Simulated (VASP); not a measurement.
Wanted: the native input for a VASP 6.6.1 run.

```
Task                               : single point
Functional                         : HF
Potentials or basis                : VASP PAW PBE potentials, release 64 (Zn)
Cutoff                             : 400 eV
k mesh                             : 6 × 6 × 6
Occupations                        : fermi-dirac, width 0.05 eV
Spin                               : no spin polarisation
Dipole correction                  : no
Grid for exact exchange (PRECFOCK) : Normal
Further INCAR settings             : ALGO = Normal; EDIFF = 1e-06; NBANDS = 12
Share of exact exchange            : 1
```

Zn:

```
Zn
1.0
     0.00000    2.05187    2.05187
     2.05187    0.00000    2.05187
     2.05187    2.05187    0.00000
Zn
1
Cartesian
  0.0000 0.0000 0.0000
```

This isn't the form of Zn at room conditions, which is hcp.

One way to write it, as run:

POSCAR

```
Zn
1.0
    0.0000000000      2.0518749367      2.0518749367
    2.0518749367      0.0000000000      2.0518749367
    2.0518749367      2.0518749367      0.0000000000
Zn
1
Direct
    0.0000000000      0.0000000000      0.0000000000
```

INCAR.step1

```
SYSTEM = Zn
PREC = Accurate
ENCUT = 400
EDIFF = 1E-5
ISMEAR = -1
SIGMA = 0.05
LREAL = .FALSE.
LASPH = .TRUE.
NELM = 120
ALGO = Normal
ISIF = 2
LWAVE = .TRUE.
LCHARG = .FALSE.
GGA = PE
NBANDS = 12
GGA_COMPAT = .FALSE.
```

INCAR.step2

```
SYSTEM = Zn
PREC = Accurate
ENCUT = 400
EDIFF = 1E-6
ISMEAR = -1
SIGMA = 0.05
LREAL = .FALSE.
LASPH = .TRUE.
NELM = 120
ALGO = Normal
ISIF = 2
LWAVE = .FALSE.
LCHARG = .FALSE.
GGA = PE
LHFCALC = .TRUE.
AEXX = 1.0
ALDAC = 0.0
AGGAC = 0.0
PRECFOCK = Normal
ISTART = 1
NBANDS = 12
GGA_COMPAT = .FALSE.
```

KPOINTS

```
Automatic mesh
0
G
  6 6 6
  0 0 0
```

Potentials or basis: VASP PAW PBE potentials, release 64 (Zn).

Run with:

```console
$ cat potpaw_PBE.64/Zn/POTCAR > POTCAR
$ cp INCAR.step1 INCAR
$ mpirun -np 1 vasp_std > vasp.out
$ cp INCAR.step2 INCAR
$ mpirun -np 1 vasp_std > vasp.out
```

Results of the run:

* Pressure: 6.5 GPa
* Band gap on the k mesh: zero (bands 6 and 7 overlap by 5.47 eV)

Caveat: the k points lie up to 0.44 Å⁻¹ apart, too coarse for converged energies and pressures of a metal; the PAW data sets were made with another functional, which shifts forces and pressure a little.

It took 9.9 min on 1 thread of Intel(R) Xeon(R) Platinum 8375C CPU @ 2.90GHz (Ice Lake), with other jobs on the host, peak memory 0.13 GiB.
